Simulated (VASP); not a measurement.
Set up this calculation in VASP 6.6.1, as the native input.

```yaml
Task: single point
Functional: LDA
Potentials_or_basis: VASP PAW LDA potentials, release 64 (Hf_pv, O)
Cutoff: 520 eV
k_mesh: 9 × 9 × 9
Occupations: fermi-dirac, width 0.05 eV
Spin: no spin polarisation
Dipole_correction: no
Further_INCAR_settings: ALGO = Normal; EDIFF = 1e-06; NBANDS = 18
```

The structure of HfO2 lies in POSCAR:

```
HfO2
1.0
    0.0000000000      2.6076597933      2.6076597933
    2.6076597933      0.0000000000      2.6076597933
    2.6076597933      2.6076597933      0.0000000000
Hf O
1 2
Direct
    0.0000000000      0.0000000000      0.0000000000
    0.7500000000      0.7500000000      0.7500000000
    0.2500000000      0.2500000000      0.2500000000
```

This cell differs from its parent crystal: volume scaled by 1.06.

One way to write it, as run:

INCAR

```
SYSTEM = HfO2
ALGO = Normal
EDIFF = 1E-6
ENCUT = 520
GGA = CA
ISIF = 2
ISMEAR = -1
LASPH = .TRUE.
LCHARG = .FALSE.
LREAL = .FALSE.
LWAVE = .FALSE.
NBANDS = 18
NELM = 60
PREC = Accurate
SIGMA = 0.05
```

KPOINTS

```
k-points
0
G
  9 9 9
  0 0 0
```

Potentials or basis: VASP PAW LDA potentials, release 64 (Hf_pv, O).

Launch:

```bash
$ cat potpaw_LDA.64/Hf_pv/POTCAR potpaw_LDA.64/O/POTCAR > POTCAR
$ mpirun -np 1 vasp_std > vasp.out
```

It gave:

* Pressure: -29.6 GPa
* Band gap on the k mesh: 3.47 eV, indirect (least direct gap 3.58 eV)

Caveat: spin-orbit coupling is left out, which moves the levels of the heavy elements.

Wall time 8.1 s on 1 thread of Intel(R) Xeon(R) 6975P-C (Granite Rapids), with other jobs on the host, peak memory 0.15 GiB.
